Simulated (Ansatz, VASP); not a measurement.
**One calculation of Yb, two programs**

The input INCAR:

```
PREC = Accurate
ENCUT = 520
EDIFF = 1E-6
ISMEAR = 0
SIGMA = 0.03
LREAL = False
LASPH = True
NELM = 100
ALGO = Normal
ISIF = 2
LWAVE = False
LCHARG = False
GGA = CA
NBANDS = 18
```

Contents of KPOINTS:

```
Automatic mesh
0
Gamma
  11 11 11
```

POSCAR

```
Yb
1.0
    0.0000000000      2.4569516026      2.4569516026
    2.4569516026      0.0000000000      2.4569516026
    2.4569516026      2.4569516026      0.0000000000
Yb
1
Direct
    0.0000000000      0.0000000000      0.0000000000
```

Input for Ansatz:

```yaml
crystal:
  lattice:
    - [0.0, 2.4569516026, 2.4569516026]
    - [2.4569516026, 0.0, 2.4569516026]
    - [2.4569516026, 2.4569516026, 0.0]
  atoms:
    - { symbol: Yb, position: [0.0, 0.0, 0.0] }
hamiltonian:
  xc: lda
  pseudopotentials:
    kind: paw
    azcp:
      Yb: "pseudopotentials/Yb.paw.azcp"
basis:
  ecutwfc: 420
  fft_grid_basis: typed
kpoints:
  mp_grid: { grid: [11, 11, 11], shift: [0, 0, 0] }
magnetization:
  spin_polarized: false
scf:
  occupations: { method: gaussian, width: 0.03 }
  lower_state_search: "off"
output:
  stress: true
```

Alike in both runs: task single point; functional LDA; k mesh 11 × 11 × 11; occupations gaussian, width 0.03 eV; no spin polarisation.

|  | VASP | Ansatz |
| --- | --- | --- |
| version | VASP 6.6.1 | Ansatz 0.2.0 |
| potentials or method | VASP PAW PBE potentials, release 64 (Yb), cutoff 520 eV | plane waves (420 eV) with PAW, scalar-relativistic |
| valence electrons in the cell | 24 | 24 |

|  | VASP | Ansatz | Ansatz less VASP |
| --- | --- | --- | --- |
| pressure (GPa) | -0.1 | 0.2 | +0.29 |

VASP's potentials were made for PBE, not for LDA, and Ansatz warns of the same on its side. LDA's correlation is that of Perdew and Zunger in VASP and of Perdew and Wang (1992) in Ansatz.

Spin-orbit coupling is off throughout.
